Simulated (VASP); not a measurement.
Write the native input for VASP 6.6.1 that does the following.

* Task: single point
* Functional: PBE
* Potentials or basis: VASP PAW PBE potentials, release 64 (Si, O)
* Cutoff: 520 eV
* k mesh: 4 × 4 × 6
* Occupations: gaussian, width 0.1 eV
* Spin: no spin polarisation
* Dipole correction: no
* Further INCAR settings: ALGO = Normal; EDIFF = 1e-07; NBANDS = 25

The structure of SiO2 (pbe) lies in POSCAR:

```
SiO2
1.0
    4.1865000000      0.0000000000      0.0000000000
    0.0000000000      4.1865000000      0.0000000000
    0.0000000000      0.0000000000      2.6684000000
Si O
2 4
Direct
    0.0000000000      0.0000000000      0.0000000000
    0.5000000000      0.5000000000      0.5000000000
    0.3059000000      0.3059000000      0.0000000000
    0.1941000000      0.8059000000      0.5000000000
    0.6941000000      0.6941000000      0.0000000000
    0.8059000000      0.1941000000      0.5000000000
```

These files were run (other wordings do the same):

INCAR

```
PREC = Accurate
ENCUT = 520
EDIFF = 1E-7
ISMEAR = 0
SIGMA = 0.1
LREAL = F
LASPH = T
NELM = 80
ALGO = Normal
ISIF = 2
LWAVE = F
LCHARG = F
GGA = PE
NBANDS = 25
```

KPOINTS

```
Automatic mesh
0
Gamma
  4 4 6
```

Potentials or basis: VASP PAW PBE potentials, release 64 (Si, O).

Launch:

```console
$ cat potpaw_PBE.64/Si/POTCAR potpaw_PBE.64/O/POTCAR > POTCAR
$ mpirun -np 1 vasp_std > vasp.out
```

Results of the run:

| Item | Value |
| --- | --- |
| Pressure | 9.5 GPa |
| Largest force | 0.055 eV/Å |
| Band gap on the k mesh | 5.53 eV, direct |

Run time: 12 s on 1 thread of Intel(R) Xeon(R) 6975P-C (Granite Rapids), with other jobs on the host, peak memory 0.16 GiB.
